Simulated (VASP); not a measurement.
# RbBr (Fm-3m) in VASP: a series of runs, part 2 of 2

VASP 6.6.1. Earlier steps stand in the parts before.

## (3) Single point, PBE

This run uses another cell than the first one, of 41.46 Å³/atom.

Input file INCAR:

```
SYSTEM = RbBr
  ALGO = Normal
  EDIFF = 1E-6
  ENCUT = 520
  GGA = PE
  ISIF = 2
  ISMEAR = -1
  LASPH = .TRUE.
  LCHARG = .TRUE.
  LELF = .TRUE.
  LREAL = .FALSE.
  LVHAR = .TRUE.
  LWAVE = .FALSE.
  NBANDS = 15
  NELM = 100
  PREC = Accurate
  SIGMA = 0.02
```

Input file KPOINTS:

```
k-points
0
G
  6 6 6
  0 0 0
```

Input file POSCAR:

```
RbBr
1.0
    0.0000000000      3.4610545825      3.4610545825
    3.4610545825      0.0000000000      3.4610545825
    3.4610545825      3.4610545825      0.0000000000
Rb Br
1 1
Direct
    0.0000000000      0.0000000000      0.0000000000
    0.5000000000      0.5000000000      0.5000000000
```

Potentials or basis: VASP PAW PBE potentials, release 64 (Rb_sv, Br).

The run is started by

```console
$ cat potpaw_PBE.64/Rb_sv/POTCAR potpaw_PBE.64/Br/POTCAR > POTCAR
$ mpirun -np 1 vasp_std > vasp.out
```

OUTCAR:

```text
SYSTEM = RbBr
   EDIFF = 1E-6
   ENCUT = 520
   GGA = PE
   ISIF = 2
   ISMEAR = -1
   LASPH = .TRUE.
   LREAL = .FALSE.
   NELM = 100
   PREC = Accurate

 ion  position               nearest neighbor table
   1  0.000  0.000  0.000-   2 3.46   2 3.46   2 3.46   2 3.46   2 3.46   2 3.46
   2  0.500  0.500  0.500-   1 3.46   1 3.46   1 3.46   1 3.46   1 3.46   1 3.46

  LATTYP: Found a face centered cubic cell.
 ALAT       =     6.9221091650

  Lattice vectors:

 A1 = (   0.0000000000,   3.4610545825,   3.4610545825)
 A2 = (   3.4610545825,   0.0000000000,   3.4610545825)
 A3 = (   3.4610545825,   3.4610545825,   0.0000000000)

Analysis of symmetry for initial positions (statically):
=====================================================================
 Subroutine PRICEL returns:
 Original cell was already a primitive cell.

 Routine SETGRP: Setting up the symmetry group for a
 face centered cubic supercell.

 Subroutine GETGRP returns: Found 48 space group operations
 (whereof 48 operations were pure point group operations)
 out of a pool of 48 trial point group operations.

The static configuration has the point symmetry O_h .

Analysis of symmetry for dynamics (positions and initial velocities):
=====================================================================
 Subroutine PRICEL returns:
 Original cell was already a primitive cell.

 Routine SETGRP: Setting up the symmetry group for a
 face centered cubic supercell.

 Subroutine GETGRP returns: Found 48 space group operations
 (whereof 48 operations were pure point group operations)
 out of a pool of 48 trial point group operations.

The dynamic configuration has the point symmetry O_h .

 Subroutine INISYM returns: Found 48 space group operations
 (whereof 48 operations are pure point group operations),
 and found     1 'primitive' translations

----------------------------------------------------------------------------------------

                                     Primitive cell

  volume of cell :      82.9192

  direct lattice vectors                    reciprocal lattice vectors
     0.000000000  3.461054583  3.461054583    -0.144464639  0.144464639  0.144464639
     3.461054583  0.000000000  3.461054583     0.144464639 -0.144464639  0.144464639
     3.461054583  3.461054583  0.000000000     0.144464639  0.144464639 -0.144464639

  length of vectors
     4.894670331  4.894670331  4.894670331     0.250220094  0.250220094  0.250220094

  position of ions in fractional coordinates (direct lattice)
     0.000000000  0.000000000  0.000000000
     0.500000000  0.500000000  0.500000000

  ion indices of the primitive-cell ions
   primitive index   ion index
                 1           1
                 2           2

----------------------------------------------------------------------------------------

 KPOINTS: k-points

Automatic generation of k-mesh.
 Grid dimensions read from file:
 generate k-points for:    6    6    6

 Generating k-lattice:

  Cartesian coordinates                     Fractional coordinates (reciprocal lattice)
[... 21 lines left out ...]
  0.166667  0.166667  0.000000      6.000000
  0.333333  0.166667  0.000000     24.000000
[... 8 lines left out ...]
 -0.333333  0.333333  0.166667     24.000000
 -0.333333  0.500000  0.166667     12.000000
   k-points           NKPTS =     16   k-points in BZ     NKDIM =     16   number of bands    NBANDS=     15
   number of dos      NEDOS =    301   number of ions     NIONS =      2
   total plane-waves  NPLWV =  46656
   dimension x,y,z NGX =    36 NGY =   36 NGZ =   36
   dimension x,y,z NGXF=    72 NGYF=   72 NGZF=   72
   ions per type =               1   1
   NGX,Y,Z   is equivalent  to a cutoff of  12.23, 12.23, 12.23 a.u.
   NGXF,Y,Z  is equivalent  to a cutoff of  24.45, 24.45, 24.45 a.u.
 SYSTEM =  RbBr
   PREC   = accura    normal or accurate (medium, high low for compatibility)
   ISTART =      0    job   : 0-new  1-cont  2-samecut
   ICHARG =      2    charge: 1-file 2-atom 10-const
   ISPIN  =      1    spin polarized calculation?
   LNONCOLLINEAR =      F non collinear calculations
   LSORBIT =      F    spin-orbit coupling
   LASPH  =      T    aspherical Exc in radial PAW
   ENCUT  =  520.0 eV  38.22 Ry    6.18 a.u.   9.10  9.10  9.10*2*pi/ulx,y,z
   NELM   =    100;   NELMIN=  2; NELMDL= -5     # of ELM steps
   EDIFF  = 0.1E-05   stopping-criterion for ELM
   LREAL  =      F    real-space projection
   EDIFFG = 0.1E-04   stopping-criterion for IOM
   NSW    =      0    number of steps for IOM
   IBRION =     -1    ionic relax: 0-MD 1-quasi-New 2-CG
   NFREE  =      0    steps in history (QN), initial steepest desc. (CG)
   ISIF   =      2    stress and relaxation
   ISYM   =      2    0-nonsym 1-usesym 2-fastsym
   POTIM  = 0.5000    time-step for ionic-motion
   TEBEG  =    0.0;   TEEND  =   0.0 temperature during run
   PSTRESS=    0.0 pullay stress
   NELECT =      16.0000    total number of electrons
   NUPDOWN=      -1.0000    fix difference up-down
   EMIN   =  10.00;   EMAX   =-10.00  energy-range for DOS
   EFERMI =   0.00;   METHOD = LEGACY
   ISMEAR =    -1;   SIGMA  =   0.02  broadening in eV -4-tet -1-fermi 0-gaus
   EFERMI_NEDOS =   21; number of points for ismear=-14 and -15
   IALGO  =     38    algorithm
   IMIX   =      4    mixing-type and parameters
     AMIX     =   0.40;   BMIX     =  1.00
     AMIX_MAG =   1.60;   BMIX_MAG =  1.00
  volume/ion in A,a.u.               =      41.46       279.78
  Fermi-wavevector in a.u.,A,eV,Ry     =   0.946011  1.787702 12.176365  0.894938
  Thomas-Fermi vector in A             =   2.073968
   LORBIT       =      0    0 simple, 1 ext, 2 COOP (PROOUT), +10 PAW based schemes
   GGA     = PE    functional components
   LHFCALC =     F    Hartree Fock is set to
   AEXX    =    0.0000 exact exchange contribution
   IVDW    =     0    specifies the selected vdW correction
   LEPSILON=     F    determine dielectric tensor
   LRPA    =     F    only Hartree local field effects (RPA)
 non-spin polarized calculation
  energy-cutoff  :      520.00
  volume of cell :       82.92
 maximum number of plane-waves:      2252
   NGX = 19   NGY = 19   NGZ = 19

 number of electron      15.9999997 magnetization

 Free energy of the ion-electron system (eV)
  ---------------------------------------------------
  ext. energy  EPLUGINS =         0.00000000
  ---------------------------------------------------
  free energy    TOTEN  =        -6.10934939 eV

  energy without entropy =       -6.10934939  energy(sigma->0) =       -6.10934939

 E-fermi :  -1.4447     XC(G=0):  -7.1169

 val. band max:       -1.8620944465   @ k =   0.0000   0.0000   0.0000
 cond. band min:       2.4257659518   @ k =   0.0000   0.0000   0.0000
 fundamental gap:      4.2878603983
 Fermi energy:        -1.4447475135

 k-point     1 :       0.0000    0.0000    0.0000
  band No.  band energies     occupation
      1     -26.3395      2.00000
      2     -14.0142      2.00000
      3     -10.4138      2.00000
      4     -10.4138      2.00000
      5     -10.4138      2.00000
      6      -1.8621      2.00000
      7      -1.8621      2.00000
      8      -1.8621      2.00000
      9       2.4258      0.00000
     10       5.4079      0.00000
     11       5.4079      0.00000
     12       5.4079      0.00000
     13       6.2757      0.00000
     14       6.2757      0.00000
[... 257 lines left out ...]
      2     -13.9827      2.00000
      3     -10.5512      2.00000
      4     -10.5023      2.00000
      5     -10.4186      2.00000
      6      -2.2714      2.00000
      7      -2.2526      2.00000
      8      -2.1202      2.00000
      9       4.4486      0.00000
     10       5.8789      0.00000
     11       6.0503      0.00000
     12       6.9617      0.00000
     13       8.0252      0.00000
     14       8.8814      0.00000
     15       9.3244      0.00000

------------------------ aborting loop because EDIFF is reached ----------------------------------------

  FORCE on cell =-STRESS in cart. coord.  units (eV):
  Direction    XX          YY          ZZ          XY          YZ          ZX
  --------------------------------------------------------------------------------------
  -------------------------------------------------------------------------------------
  Total        0.2906168      0.2906168      0.2906168      0.0000000      0.0000000     -0.0000000
  in kB        5.6153378      5.6153378      5.6153378      0.0000000      0.0000000     -0.0000000
  external PRESSURE =       5.6153378 kB  Pullay stress =       0.0000000 kB

 VOLUME and BASIS-vectors are now :
 -----------------------------------------------------------------------------
  energy-cutoff  :      520.00
  volume of cell :       82.92
      direct lattice vectors                 reciprocal lattice vectors
     0.000000000  3.461054583  3.461054583    -0.144464639  0.144464639  0.144464639
     3.461054583  0.000000000  3.461054583     0.144464639 -0.144464639  0.144464639
     3.461054583  3.461054583  0.000000000     0.144464639  0.144464639 -0.144464639

 POSITION                                       TOTAL-FORCE (eV/Angst)
 -----------------------------------------------------------------------------------
      0.00000      0.00000      0.00000        -0.000000      0.000000     -0.000000
      3.46105      3.46105      3.46105         0.000000      0.000000      0.000000
 -----------------------------------------------------------------------------------
    total drift:                                0.000000      0.000000      0.000000

  FREE ENERGIE OF THE ION-ELECTRON SYSTEM (eV)
  ---------------------------------------------------
  free  energy   TOTEN  =        -6.1093493939 eV

  energy  without entropy=       -6.1093493938  energy(sigma->0) =       -6.10934939
```

stdout:

```text
POSCAR found type information on POSCAR RbBr
 POSCAR found :  2 types and       2 ions
 scaLAPACK will be used
 LDA part: xc-table for (Slater+PW92), standard interpolation
 POSCAR, INCAR and KPOINTS ok, starting setup
 FFT: planning ... GRIDC
 FFT: planning ... GRID_SOFT
 FFT: planning ... GRID
 WAVECAR not read
 entering main loop
```

Wall time 9 s (1 thread of Intel Xeon 6975P-C (Granite Rapids), shared host); peak memory 0.2 GiB.

What came out:

```yaml
Free_energy: -6.1093 eV
Pressure: 0.6 GPa
Band_gap_on_the_k_mesh: 4.29 eV
```

Levels at points of the mesh, in eV from the valence-band top:
```tsv
k point	band 4	band 5	band 6	band 7	band 8	band 9	band 10	band 11	band 12	band 13
(0.00, 0.00, 0.00)	-8.55	-8.55	0.00	0.00	0.00	4.29	7.27	7.27	7.27	8.14
(0.50, 0.00, 0.00)	-8.56	-8.51	-0.94	-0.33	-0.33	6.74	7.61	9.40	9.40	10.07
(0.50, 0.50, 0.00)	-8.62	-8.62	-0.47	-0.16	-0.16	5.64	7.02	9.05	9.15	9.32
```

## (4) Single point, LDA

This run uses another cell than the first one, of 41.46 Å³/atom.

Input file INCAR:

```
PREC     = Accurate       # precision mode
ENCUT    = 520            # plane-wave cutoff, eV
EDIFF    = 1E-6           # SCF threshold, eV
ISMEAR   = 0              # smearing method
SIGMA    = 0.01           # smearing width, eV
LREAL    = F              # projectors in reciprocal space
LASPH    = T              # aspherical terms in the spheres
NELM     = 60             # most SCF steps
ALGO     = Normal         # electronic algorithm
ISIF     = 2              # what is computed and relaxed
LWAVE    = F              # write WAVECAR
LCHARG   = F              # write CHGCAR
NBANDS   = 15             # bands
```

Input file KPOINTS:

```
Automatic mesh
0
Gamma
  6 6 6
```

POSCAR is that of step 3.

Potentials or basis: VASP PAW LDA potentials, release 64 (Rb_sv, Br).

The run is started by

```console
$ cat potpaw_LDA.64/Rb_sv/POTCAR potpaw_LDA.64/Br/POTCAR > POTCAR
$ mpirun -np 1 vasp_std > vasp.out
```

OUTCAR:

```text
PREC = Accurate
   ENCUT = 520
   EDIFF = 1E-6
   ISMEAR = 0
   LREAL = F
   LASPH = T
   NELM = 60
   ISIF = 2

 ion  position               nearest neighbor table
   1  0.000  0.000  0.000-   2 3.46   2 3.46   2 3.46   2 3.46   2 3.46   2 3.46
   2  0.500  0.500  0.500-   1 3.46   1 3.46   1 3.46   1 3.46   1 3.46   1 3.46

  LATTYP: Found a face centered cubic cell.
 ALAT       =     6.9221091650

  Lattice vectors:

 A1 = (   0.0000000000,   3.4610545825,   3.4610545825)
 A2 = (   3.4610545825,   0.0000000000,   3.4610545825)
 A3 = (   3.4610545825,   3.4610545825,   0.0000000000)

Analysis of symmetry for initial positions (statically):
=====================================================================
 Subroutine PRICEL returns:
 Original cell was already a primitive cell.

 Routine SETGRP: Setting up the symmetry group for a
 face centered cubic supercell.

 Subroutine GETGRP returns: Found 48 space group operations
 (whereof 48 operations were pure point group operations)
 out of a pool of 48 trial point group operations.

The static configuration has the point symmetry O_h .

Analysis of symmetry for dynamics (positions and initial velocities):
=====================================================================
 Subroutine PRICEL returns:
 Original cell was already a primitive cell.

 Routine SETGRP: Setting up the symmetry group for a
 face centered cubic supercell.

 Subroutine GETGRP returns: Found 48 space group operations
 (whereof 48 operations were pure point group operations)
 out of a pool of 48 trial point group operations.

The dynamic configuration has the point symmetry O_h .

 Subroutine INISYM returns: Found 48 space group operations
 (whereof 48 operations are pure point group operations),
 and found     1 'primitive' translations

----------------------------------------------------------------------------------------

                                     Primitive cell

  volume of cell :      82.9192

[... 109 lines left out ...]
   LRPA    =     F    only Hartree local field effects (RPA)
 non-spin polarized calculation
 Gauss-broadening in eV      SIGMA  =   0.01
  energy-cutoff  :      520.00
  volume of cell :       82.92
 maximum number of plane-waves:      2252
   NGX = 19   NGY = 19   NGZ = 19

 number of electron      15.9999997 magnetization

 Free energy of the ion-electron system (eV)
  ---------------------------------------------------
  ext. energy  EPLUGINS =         0.00000000
  ---------------------------------------------------
  free energy    TOTEN  =        -6.67392408 eV

  energy without entropy =       -6.67392408  energy(sigma->0) =       -6.67392408

 E-fermi :  -1.9777     XC(G=0):  -7.6211

 val. band max:       -2.0674962644   @ k =   0.0000   0.0000   0.0000
 cond. band min:       1.8229128674   @ k =   0.0000   0.0000   0.0000
 fundamental gap:      3.8904091318
 Fermi energy:        -1.9777113964

 k-point     1 :       0.0000    0.0000    0.0000
  band No.  band energies     occupation
      1     -26.3992      2.00000
      2     -14.2486      2.00000
      3     -10.5386      2.00000
      4     -10.5386      2.00000
      5     -10.5386      2.00000
      6      -2.0675      2.00000
      7      -2.0675      2.00000
      8      -2.0675      2.00000
      9       1.8229      0.00000
     10       4.9528      0.00000
     11       4.9528      0.00000
     12       4.9528      0.00000
     13       5.8754      0.00000
     14       5.8754      0.00000
[... 257 lines left out ...]
      2     -14.2153      2.00000
      3     -10.6883      2.00000
      4     -10.6348      2.00000
      5     -10.5462      2.00000
      6      -2.5014      2.00000
      7      -2.4822      2.00000
      8      -2.3412      2.00000
      9       3.9423      0.00000
     10       5.3604      0.00000
     11       5.5338      0.00000
     12       6.5148      0.00000
     13       7.6628      0.00000
     14       8.5324      0.00000
     15       8.8663      0.00000

------------------------ aborting loop because EDIFF is reached ----------------------------------------

  FORCE on cell =-STRESS in cart. coord.  units (eV):
  Direction    XX          YY          ZZ          XY          YZ          ZX
  --------------------------------------------------------------------------------------
  -------------------------------------------------------------------------------------
  Total       -0.7853253     -0.7853253     -0.7853253     -0.0000000      0.0000000      0.0000000
  in kB      -15.1741663    -15.1741663    -15.1741663     -0.0000000      0.0000000      0.0000000
  external PRESSURE =     -15.1741663 kB  Pullay stress =       0.0000000 kB

 VOLUME and BASIS-vectors are now :
 -----------------------------------------------------------------------------
  energy-cutoff  :      520.00
  volume of cell :       82.92
      direct lattice vectors                 reciprocal lattice vectors
     0.000000000  3.461054583  3.461054583    -0.144464639  0.144464639  0.144464639
     3.461054583  0.000000000  3.461054583     0.144464639 -0.144464639  0.144464639
     3.461054583  3.461054583  0.000000000     0.144464639  0.144464639 -0.144464639

 POSITION                                       TOTAL-FORCE (eV/Angst)
 -----------------------------------------------------------------------------------
      0.00000      0.00000      0.00000        -0.000000     -0.000000     -0.000000
      3.46105      3.46105      3.46105         0.000000      0.000000      0.000000
 -----------------------------------------------------------------------------------
    total drift:                                0.000000      0.000000      0.000000

  FREE ENERGIE OF THE ION-ELECTRON SYSTEM (eV)
  ---------------------------------------------------
  free  energy   TOTEN  =        -6.6739240797 eV

  energy  without entropy=       -6.6739240797  energy(sigma->0) =       -6.67392408
```

Run time: 6.6 s. Hardware: 1 thread of Intel Xeon 6975P-C (Granite Rapids), shared host; peak memory 0.18 GiB.

What came out:

- Free energy: -6.6739 eV
- Pressure: -1.5 GPa
- Band gap on the k mesh: 3.89 eV

## (5) Overview

| level | potentials or basis | cell | smearing | gap on the mesh (eV) | pressure (GPa) |
| --- | --- | --- | --- | --- | --- |
| PBEsol | VASP PAW PBE potentials, release 64 (Rb_sv, Br) | a = 4.841 Å, angles 60.0°, 2 atoms | fermi-dirac 0.02 eV | 4.22 | 0.0 |
| PBE | VASP PAW PBE potentials, release 64 (Rb_sv, Br) | a = 4.895 Å, angles 60.0°, 2 atoms | fermi-dirac 0.02 eV | 4.29 | 0.6 |
| LDA | VASP PAW LDA potentials, release 64 (Rb_sv, Br) | a = 4.895 Å, angles 60.0°, 2 atoms | gaussian 0.01 eV | 3.89 | -1.5 |

Alike in all rows: task single point; no spin polarisation; k mesh 6 × 6 × 6; cutoff (eV) 520.

Caveats: the PAW data sets were made with another functional, which shifts forces and pressure a little (at least some runs).

Absolute energies hang on the potentials; compare differences alone.
